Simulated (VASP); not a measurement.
# PbS (rocksalt type) (Fm-3m) in VASP: further runs

Runs on PbS (rocksalt type). Level: PBEsol. Tasks: single point.

Program: VASP 6.6.1. These are calculated values, not measurements. Logs are shortened: lines on timing, memory, paths and dates and some standing lists are left out, and cuts for length are marked.

### 1 The cell of the first run

The structure is cubic, space group Fm-3m (No. 225). Conventional cell: a = 5.479 Å, b = 5.479 Å, c = 5.479 Å, α = 90.00°, β = 90.00°, γ = 90.00°. Pb (site symmetry m-3m) has 6 S at 2.74 Å within 3.6 Å. Within 3.6 Å of S (site symmetry m-3m) lie 6 Pb at 2.74 Å.

### 2 Single point, PBEsol (20.56 Å³/atom)

Input file INCAR:

```
PREC = Accurate ; ENCUT = 520
EDIFF = 1E-7 ; ISMEAR = -1
SIGMA = 0.1 ; LREAL = F
LASPH = T ; NELM = 100
ALGO = Normal ; ISIF = 2
LWAVE = F ; LCHARG = F
GGA = PS ; NBANDS = 17
```

Input file KPOINTS:

```
Automatic mesh
0
Gamma
  14 14 14
```

Input file POSCAR:

```
PbS
1.0
    0.0000000000      2.7397271926      2.7397271926
    2.7397271926      0.0000000000      2.7397271926
    2.7397271926      2.7397271926      0.0000000000
Pb S
1 1
Direct
    0.0000000000      0.0000000000      0.0000000000
    0.5000000000      0.5000000000      0.5000000000
```

Potentials or basis: VASP PAW PBE potentials, release 64 (Pb_d, S).

Run with:

```bash
> cat potpaw_PBE.64/Pb_d/POTCAR potpaw_PBE.64/S/POTCAR > POTCAR
> mpirun -np 1 vasp_std > vasp.out
```

OUTCAR:

```text
PREC = Accurate
   ENCUT = 520
   EDIFF = 1E-7
   ISMEAR = -1
   LREAL = F
   LASPH = T
   NELM = 100
   ISIF = 2
   GGA = PS

 ion  position               nearest neighbor table
   1  0.000  0.000  0.000-   2 2.74   2 2.74   2 2.74   2 2.74   2 2.74   2 2.74
   2  0.500  0.500  0.500-   1 2.74   1 2.74   1 2.74   1 2.74   1 2.74   1 2.74

  LATTYP: Found a face centered cubic cell.
 ALAT       =     5.4794543852

  Lattice vectors:

 A1 = (   0.0000000000,   2.7397271926,   2.7397271926)
 A2 = (   2.7397271926,   0.0000000000,   2.7397271926)
 A3 = (   2.7397271926,   2.7397271926,   0.0000000000)

Analysis of symmetry for initial positions (statically):
=====================================================================
 Subroutine PRICEL returns:
 Original cell was already a primitive cell.

 Routine SETGRP: Setting up the symmetry group for a
 face centered cubic supercell.

 Subroutine GETGRP returns: Found 48 space group operations
 (whereof 48 operations were pure point group operations)
 out of a pool of 48 trial point group operations.

The static configuration has the point symmetry O_h .

Analysis of symmetry for dynamics (positions and initial velocities):
=====================================================================
 Subroutine PRICEL returns:
 Original cell was already a primitive cell.

 Routine SETGRP: Setting up the symmetry group for a
 face centered cubic supercell.

 Subroutine GETGRP returns: Found 48 space group operations
 (whereof 48 operations were pure point group operations)
 out of a pool of 48 trial point group operations.

The dynamic configuration has the point symmetry O_h .

 Subroutine INISYM returns: Found 48 space group operations
 (whereof 48 operations are pure point group operations),
 and found     1 'primitive' translations

----------------------------------------------------------------------------------------

                                     Primitive cell

  volume of cell :      41.1294

  direct lattice vectors                    reciprocal lattice vectors
     0.000000000  2.739727193  2.739727193    -0.182499922  0.182499922  0.182499922
     2.739727193  0.000000000  2.739727193     0.182499922 -0.182499922  0.182499922
     2.739727193  2.739727193  0.000000000     0.182499922  0.182499922 -0.182499922

  length of vectors
     3.874559353  3.874559353  3.874559353     0.316099138  0.316099138  0.316099138

[... 79 lines left out ...]
   NELM   =    100;   NELMIN=  2; NELMDL= -5     # of ELM steps
   EDIFF  = 0.1E-06   stopping-criterion for ELM
   LREAL  =      F    real-space projection
   EDIFFG = 0.1E-05   stopping-criterion for IOM
   NSW    =      0    number of steps for IOM
   IBRION =     -1    ionic relax: 0-MD 1-quasi-New 2-CG
   NFREE  =      0    steps in history (QN), initial steepest desc. (CG)
   ISIF   =      2    stress and relaxation
   ISYM   =      2    0-nonsym 1-usesym 2-fastsym
   POTIM  = 0.5000    time-step for ionic-motion
   TEBEG  =    0.0;   TEEND  =   0.0 temperature during run
   PSTRESS=    0.0 pullay stress
   NELECT =      20.0000    total number of electrons
   NUPDOWN=      -1.0000    fix difference up-down
   EMIN   =  10.00;   EMAX   =-10.00  energy-range for DOS
   EFERMI =   0.00;   METHOD = LEGACY
   ISMEAR =    -1;   SIGMA  =   0.10  broadening in eV -4-tet -1-fermi 0-gaus
   EFERMI_NEDOS =   21; number of points for ismear=-14 and -15
   IALGO  =     38    algorithm
   IMIX   =      4    mixing-type and parameters
     AMIX     =   0.40;   BMIX     =  1.00
     AMIX_MAG =   1.60;   BMIX_MAG =  1.00
  volume/ion in A,a.u.               =      20.56       138.78
  Fermi-wavevector in a.u.,A,eV,Ry     =   1.287362  2.432762 22.548964  1.657302
  Thomas-Fermi vector in A             =   2.419381
   LORBIT       =      0    0 simple, 1 ext, 2 COOP (PROOUT), +10 PAW based schemes
   GGA     = PS    functional components
   LHFCALC =     F    Hartree Fock is set to
   AEXX    =    0.0000 exact exchange contribution
   IVDW    =     0    specifies the selected vdW correction
   LEPSILON=     F    determine dielectric tensor
   LRPA    =     F    only Hartree local field effects (RPA)
 non-spin polarized calculation
  energy-cutoff  :      520.00
  volume of cell :       41.13
 maximum number of plane-waves:      1123
 NGX is ok and might be reduce to    30
   NGX = 15   NGY = 15   NGZ = 15

 number of electron      19.9999997 magnetization

 Free energy of the ion-electron system (eV)
  ---------------------------------------------------
  ext. energy  EPLUGINS =         0.00000000
  ---------------------------------------------------
  free energy    TOTEN  =        -8.88778485 eV

  energy without entropy =       -8.88321106  energy(sigma->0) =       -8.88549795

 E-fermi :   9.0526     XC(G=0): -11.0473

 val. band max:        8.9514905040   @ k =  -0.4286   0.0714   0.0000
 cond. band min:       9.1157618577   @ k =  -0.4286   0.0714   0.0000
 fundamental gap:      0.1642713537
 Fermi energy:         9.0525899755

 k-point     1 :       0.0000    0.0000    0.0000
  band No.  band energies     occupation
      1      -8.1493      2.00000
      2      -8.1493      2.00000
      3      -8.1493      2.00000
      4      -8.1468      2.00000
      5      -8.1468      2.00000
      6      -6.8868      2.00000
[... 457 lines left out ...]
      4      -8.0978      2.00000
      5      -8.0741      2.00000
      6      -5.9421      2.00000
[... 9 lines left out ...]
     16      18.0224      0.00000
     17      20.7222      0.00000

 [... further k-points ...]

------------------------ aborting loop because EDIFF is reached ----------------------------------------

  FORCE on cell =-STRESS in cart. coord.  units (eV):
  Direction    XX          YY          ZZ          XY          YZ          ZX
  --------------------------------------------------------------------------------------
  -------------------------------------------------------------------------------------
  Total        5.4774312      5.4774312      5.4774312     -0.0000000     -0.0000000      0.0000000
  in kB      213.3710809    213.3710809    213.3710809     -0.0000000     -0.0000000      0.0000000
  external PRESSURE =     213.3710809 kB  Pullay stress =       0.0000000 kB

 VOLUME and BASIS-vectors are now :
 -----------------------------------------------------------------------------
  energy-cutoff  :      520.00
  volume of cell :       41.13
      direct lattice vectors                 reciprocal lattice vectors
     0.000000000  2.739727193  2.739727193    -0.182499922  0.182499922  0.182499922
     2.739727193  0.000000000  2.739727193     0.182499922 -0.182499922  0.182499922
     2.739727193  2.739727193  0.000000000     0.182499922  0.182499922 -0.182499922

 POSITION                                       TOTAL-FORCE (eV/Angst)
 -----------------------------------------------------------------------------------
      0.00000      0.00000      0.00000        -0.000000      0.000000     -0.000000
      2.73973      2.73973      2.73973         0.000000     -0.000000      0.000000
 -----------------------------------------------------------------------------------
    total drift:                               -0.000000      0.000000      0.000000

  FREE ENERGIE OF THE ION-ELECTRON SYSTEM (eV)
  ---------------------------------------------------
  free  energy   TOTEN  =        -8.8877848491 eV

  energy  without entropy=       -8.8832110587  energy(sigma->0) =       -8.88549795
```

OSZICAR:

```text
N       E                     dE             d eps       ncg     rms          rms(c)
DAV:   1     0.161668686705E+03    0.16167E+03   -0.99648E+03  3552   0.133E+03
DAV:   2     0.249637153623E+01   -0.15917E+03   -0.15360E+03  3733   0.337E+02
DAV:   3    -0.890945057868E+01   -0.11406E+02   -0.11300E+02  4680   0.931E+01
DAV:   4    -0.917185206499E+01   -0.26240E+00   -0.26213E+00  4550   0.144E+01
DAV:   5    -0.918009648410E+01   -0.82444E-02   -0.82437E-02  5270   0.257E+00    0.790E+00
DAV:   6    -0.889917217402E+01    0.28092E+00   -0.63748E-01  5625   0.776E+00    0.513E+00
DAV:   7    -0.888889466094E+01    0.10278E-01   -0.11800E-01  4943   0.211E+00    0.194E+00
DAV:   8    -0.888779650986E+01    0.10982E-02   -0.11451E-02  5096   0.125E+00    0.345E-01
DAV:   9    -0.888776930616E+01    0.27204E-04   -0.73827E-04  4879   0.278E-01    0.133E-01
DAV:  10    -0.888778396912E+01   -0.14663E-04   -0.13939E-04  4643   0.129E-01    0.233E-02
DAV:  11    -0.888778479842E+01   -0.82930E-06   -0.32146E-05  5576   0.680E-02    0.275E-02
DAV:  12    -0.888778478346E+01    0.14962E-07   -0.22475E-06  4152   0.114E-02    0.355E-03
DAV:  13    -0.888778484910E+01   -0.65638E-07   -0.79544E-08  2972   0.252E-03
   1 F= -.88877848E+01 E0= -.88854980E+01  d E =-.457379E-02
```

stdout:

```text
POSCAR found type information on POSCAR PbS
 POSCAR found :  2 types and       2 ions
 scaLAPACK will be used
 -----------------------------------------------------------------------------
|                                                                             |
|                                                                             |
|     You enforced a specific xc type in the INCAR file but a different       |
|     I HOPE YOU KNOW WHAT YOU ARE DOING!                                     |
|                                                                             |
 -----------------------------------------------------------------------------

 LDA part: xc-table for (Slater+PW92), standard interpolation
 POSCAR, INCAR and KPOINTS ok, starting setup
 FFT: planning ... GRIDC
 FFT: planning ... GRID_SOFT
 FFT: planning ... GRID
 WAVECAR not read
 entering main loop
```

Wall time 63 s (1 thread of Intel Xeon Platinum 8488C (Sapphire Rapids), shared host); peak memory 0.21 GiB.

Results:

```
Free energy            : -8.8878 eV
Pressure               : 21.3 GPa
Band gap on the k mesh : 0.16 eV
```

Caveat: the cell stands under pressure; the PAW data sets were made with another functional, which shifts forces and pressure a little; spin-orbit coupling is left out, which moves the levels of the heavy elements. A k mesh can miss the band edges.

### 3 Single point, PBEsol (22.62 Å³/atom)

This run uses another cell than the first one, of 22.62 Å³/atom.

Input file INCAR:

```
SYSTEM = PbS
ALGO = Normal ; EDIFF = 1E-6
ENCUT = 520 ; GGA = PS
ISIF = 2 ; ISMEAR = -1
LASPH = .TRUE. ; LCHARG = .FALSE.
LREAL = .FALSE. ; LWAVE = .FALSE.
NBANDS = 17 ; NELM = 100
PREC = Accurate ; SIGMA = 0.1
```

Input file KPOINTS:

```
k-points
0
G
  14 14 14
  0 0 0
```

Input file POSCAR:

```
PbS
1.0
    0.0000000000      2.8281659027      2.8281659027
    2.8281659027      0.0000000000      2.8281659027
    2.8281659027      2.8281659027      0.0000000000
Pb S
1 1
Direct
    0.0000000000      0.0000000000      0.0000000000
    0.5000000000      0.5000000000      0.5000000000
```

Potentials or basis: VASP PAW PBE potentials, release 64 (Pb_d, S).

Run with:

```bash
> cat potpaw_PBE.64/Pb_d/POTCAR potpaw_PBE.64/S/POTCAR > POTCAR
> mpirun -np 1 vasp_std > vasp.out
```

It took 58 s on 1 thread of Intel Xeon Platinum 8488C (Sapphire Rapids), shared host; peak memory 0.22 GiB.

Results (log left out):

```yaml
Free_energy: -9.2822 eV
Pressure: 10.0 GPa
Band_gap_on_the_k_mesh: 0.35 eV (least direct gap 0.39 eV)
```

Levels at points of the mesh, in eV from the valence-band top:
```tsv
k point	band 7	band 8	band 9	band 10	band 11	band 12	band 13	band 14
(0.00, 0.00, 0.00)	-5.61	-2.77	-2.77	-2.77	5.74	5.74	5.74	6.41
(0.50, 0.00, 0.00)	-9.71	-2.23	-2.23	0.00	0.39	1.67	1.67	8.82
(0.50, 0.50, 0.00)	-7.34	-6.42	-4.31	-4.31	3.21	6.17	6.36	6.36
```

Caveat: the cell stands under pressure; the PAW data sets were made with another functional, which shifts forces and pressure a little; spin-orbit coupling is left out, which moves the levels of the heavy elements.

### 4 Single point, PBEsol (24.16 Å³/atom)

This run uses another cell than the first one, of 24.16 Å³/atom.

Input file INCAR:

```
SYSTEM = PbS
PREC = Accurate
ENCUT = 520
EDIFF = 1E-6
ISMEAR = -1
SIGMA = 0.1
LREAL = .False.
LASPH = .True.
NELM = 80
ALGO = Normal
ISIF = 2
LWAVE = .False.
LCHARG = .True.
GGA = PS
LELF = .True.
LVHAR = .True.
NBANDS = 17
```

Input file KPOINTS:

```
regular mesh
0
Gamma
  14 14 14
  0 0 0
```

Input file POSCAR:

```
PbS
1.0
    0.0000000000      2.8910345097      2.8910345097
    2.8910345097      0.0000000000      2.8910345097
    2.8910345097      2.8910345097      0.0000000000
Pb S
1 1
Direct
    0.0000000000      0.0000000000      0.0000000000
    0.5000000000      0.5000000000      0.5000000000
```

Potentials or basis: VASP PAW PBE potentials, release 64 (Pb_d, S).

Run with:

```bash
> cat potpaw_PBE.64/Pb_d/POTCAR potpaw_PBE.64/S/POTCAR > POTCAR
> mpirun -np 1 vasp_std > vasp.out
```

OUTCAR:

```text
SYSTEM = PbS
   PREC = Accurate
   ENCUT = 520
   EDIFF = 1E-6
   ISMEAR = -1
   LREAL = .False.
   LASPH = .True.
   NELM = 80
   ISIF = 2
   GGA = PS

 ion  position               nearest neighbor table
   1  0.000  0.000  0.000-   2 2.89   2 2.89   2 2.89   2 2.89   2 2.89   2 2.89
   2  0.500  0.500  0.500-   1 2.89   1 2.89   1 2.89   1 2.89   1 2.89   1 2.89

  LATTYP: Found a face centered cubic cell.
 ALAT       =     5.7820690194

  Lattice vectors:

 A1 = (   0.0000000000,   2.8910345097,   2.8910345097)
 A2 = (   2.8910345097,   0.0000000000,   2.8910345097)
 A3 = (   2.8910345097,   2.8910345097,   0.0000000000)

Analysis of symmetry for initial positions (statically):
=====================================================================
 Subroutine PRICEL returns:
 Original cell was already a primitive cell.

 Routine SETGRP: Setting up the symmetry group for a
 face centered cubic supercell.

 Subroutine GETGRP returns: Found 48 space group operations
 (whereof 48 operations were pure point group operations)
 out of a pool of 48 trial point group operations.

The static configuration has the point symmetry O_h .

Analysis of symmetry for dynamics (positions and initial velocities):
=====================================================================
 Subroutine PRICEL returns:
 Original cell was already a primitive cell.

 Routine SETGRP: Setting up the symmetry group for a
 face centered cubic supercell.

 Subroutine GETGRP returns: Found 48 space group operations
 (whereof 48 operations were pure point group operations)
 out of a pool of 48 trial point group operations.

The dynamic configuration has the point symmetry O_h .

 Subroutine INISYM returns: Found 48 space group operations
 (whereof 48 operations are pure point group operations),
 and found     1 'primitive' translations

----------------------------------------------------------------------------------------

                                     Primitive cell
[... 109 lines left out ...]
   IMIX   =      4    mixing-type and parameters
     AMIX     =   0.40;   BMIX     =  1.00
     AMIX_MAG =   1.60;   BMIX_MAG =  1.00
  volume/ion in A,a.u.               =      24.16       163.06
  Fermi-wavevector in a.u.,A,eV,Ry     =   1.219986  2.305439 20.250451  1.488366
  Thomas-Fermi vector in A             =   2.355219
   LORBIT       =      0    0 simple, 1 ext, 2 COOP (PROOUT), +10 PAW based schemes
   GGA     = PS    functional components
   LHFCALC =     F    Hartree Fock is set to
   AEXX    =    0.0000 exact exchange contribution
   IVDW    =     0    specifies the selected vdW correction
   LEPSILON=     F    determine dielectric tensor
   LRPA    =     F    only Hartree local field effects (RPA)
 non-spin polarized calculation
  energy-cutoff  :      520.00
  volume of cell :       48.33
 maximum number of plane-waves:      1323
   NGX = 15   NGY = 15   NGZ = 15

 number of electron      19.9999993 magnetization

 Free energy of the ion-electron system (eV)
  ---------------------------------------------------
  ext. energy  EPLUGINS =         0.00000000
  ---------------------------------------------------
  free energy    TOTEN  =        -9.41760487 eV

  energy without entropy =       -9.41616210  energy(sigma->0) =       -9.41688349

 E-fermi :   6.7952     XC(G=0): -10.2501

 val. band max:        6.7805633515   @ k =   0.5000   0.0000   0.0000
 cond. band min:       6.8431597609   @ k =   0.5000   0.0000   0.0000
 fundamental gap:      0.0625964094
 Fermi energy:         6.7952130251

 k-point     1 :       0.0000    0.0000    0.0000
  band No.  band energies     occupation
      1     -10.1572      2.00000
      2     -10.1572      2.00000
      3     -10.1572      2.00000
      4     -10.1466      2.00000
      5     -10.1466      2.00000
      6      -7.5975      2.00000
[... 457 lines left out ...]
      4     -10.1267      2.00000
      5     -10.1132      2.00000
      6      -6.8839      2.00000
[... 9 lines left out ...]
     16      15.7011      0.00000
     17      17.8186      0.00000

 [... further k-points ...]

------------------------ aborting loop because EDIFF is reached ----------------------------------------

  FORCE on cell =-STRESS in cart. coord.  units (eV):
  Direction    XX          YY          ZZ          XY          YZ          ZX
  --------------------------------------------------------------------------------------
  -------------------------------------------------------------------------------------
  Total        1.2626677      1.2626677      1.2626677      0.0000000      0.0000000      0.0000000
  in kB       41.8610234     41.8610234     41.8610234      0.0000000      0.0000000      0.0000000
  external PRESSURE =      41.8610234 kB  Pullay stress =       0.0000000 kB

 VOLUME and BASIS-vectors are now :
 -----------------------------------------------------------------------------
  energy-cutoff  :      520.00
  volume of cell :       48.33
      direct lattice vectors                 reciprocal lattice vectors
     0.000000000  2.891034510  2.891034510    -0.172948472  0.172948472  0.172948472
     2.891034510  0.000000000  2.891034510     0.172948472 -0.172948472  0.172948472
     2.891034510  2.891034510  0.000000000     0.172948472  0.172948472 -0.172948472

 POSITION                                       TOTAL-FORCE (eV/Angst)
 -----------------------------------------------------------------------------------
      0.00000      0.00000      0.00000        -0.000000      0.000000     -0.000000
      2.89103      2.89103      2.89103         0.000000     -0.000000      0.000000
 -----------------------------------------------------------------------------------
    total drift:                               -0.000000      0.000000      0.000000

  FREE ENERGIE OF THE ION-ELECTRON SYSTEM (eV)
  ---------------------------------------------------
  free  energy   TOTEN  =        -9.4176048746 eV

  energy  without entropy=       -9.4161620987  energy(sigma->0) =       -9.41688349
```

Run time: 51 s. Hardware: 1 thread of Intel Xeon Platinum 8488C (Sapphire Rapids), shared host; peak memory 0.22 GiB.

Results:

- Free energy: -9.4176 eV
- Pressure: 4.2 GPa
- Band gap on the k mesh: 0.06 eV

Caveat: the cell stands under pressure; the PAW data sets were made with another functional, which shifts forces and pressure a little; spin-orbit coupling is left out, which moves the levels of the heavy elements. A k mesh can miss the band edges.

### 5 Summary

```csv
cell,gap on the mesh (eV),pressure (GPa)
"a = 3.875 Å, angles 60.0°, 2 atoms",0.16,21.3
"a = 4.000 Å, angles 60.0°, 2 atoms",0.35,10.0
"a = 4.089 Å, angles 60.0°, 2 atoms",0.06,4.2
```

Alike in all rows: task single point; level PBEsol; potentials or basis VASP PAW PBE potentials, release 64 (Pb_d, S); no spin polarisation; k mesh 14 × 14 × 14; cutoff (eV) 520; smearing fermi-dirac 0.1 eV.

Caveats: the cell stands under pressure; the PAW data sets were made with another functional, which shifts forces and pressure a little; spin-orbit coupling is left out, which moves the levels of the heavy elements.

Total energies depend on the potentials used, so only differences within one code and one set of settings carry meaning.
